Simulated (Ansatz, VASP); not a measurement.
## One calculation of AlN, two programs

INCAR

```
  ALGO = Normal
  EDIFF = 1E-7
  EDIFFG = -0.005
  ENCUT = 600
  GGA = PS
  GGA_COMPAT = F
  IBRION = 2
  ISIF = 3
  ISMEAR = 0
  LASPH = T
  LCHARG = F
  LREAL = F
  LWAVE = F
  NELM = 120
  NELMIN = 4
  NSW = 100
  PREC = Accurate
  SIGMA = 0.02
```

KPOINTS

```
k-points
0
Gamma
  10 10 10
```

Contents of POSCAR:

```
AlN
1.0
    0.0000000000      2.0345180000      2.0345180000
    2.0345180000      0.0000000000      2.0345180000
    2.0345180000      2.0345180000      0.0000000000
Al N
1 1
Direct
    0.5000000000      0.5000000000      0.5000000000
    0.0000000000      0.0000000000      0.0000000000
```

Input for Ansatz:

```yaml
crystal:
  lattice:
    - [0.0, 2.034518, 2.034518]
    - [2.034518, 0.0, 2.034518]
    - [2.034518, 2.034518, 0.0]
  atoms:
    - { symbol: Al, position: [0.5, 0.5, 0.5] }
    - { symbol: "N", position: [0.0, 0.0, 0.0] }
basis:
  ecutwfc: 520.0
kpoints:
  mp_grid: { grid: [10, 10, 10] }
hamiltonian:
  xc: pbesol
  pseudopotentials: { kind: paw, azcp: { folder: soft_1 } }
scf:
  occupations: { method: gaussian, width: 0.02 }
output:
  forces: true
  stress: true
  eigenvalues: true
relax:
  adjacent_minimum: "off"
  f_tol: 0.005
  max_steps: 80
  cell: { stress_tol: 0.05 }
```

Alike in both runs: task relaxation of cell and atoms; functional PBEsol; k mesh 10 × 10 × 10; occupations gaussian, width 0.02 eV; no spin polarisation.

|  | VASP | Ansatz |
| --- | --- | --- |
| version | VASP 6.6.1 | Ansatz 0.2.0 |
| potentials or method | VASP PAW PBE potentials, release 64 (Al, N), cutoff 600 eV | scalar-relativistic, plane waves, PAW |
| valence electrons in the cell | 8 | 8 |

Ansatz gave:

```
gap on the k mesh at the Fermi level, each at its own relaxed structure (eV) : 4.55
relaxed volume (Å³/atom)                                                     : 8.27
relaxed cell length with the largest relative difference (Å)                 : 2.860
```

Task: Which values does VASP return?

Result: gap on the k mesh at the Fermi level, each at its own relaxed structure (eV): 4.55; relaxed volume (Å³/atom): 8.27; relaxed cell length with the largest relative difference (Å): 2.859.

VASP's potentials were made for PBE, not for PBEsol, and Ansatz warns of the same on its side.
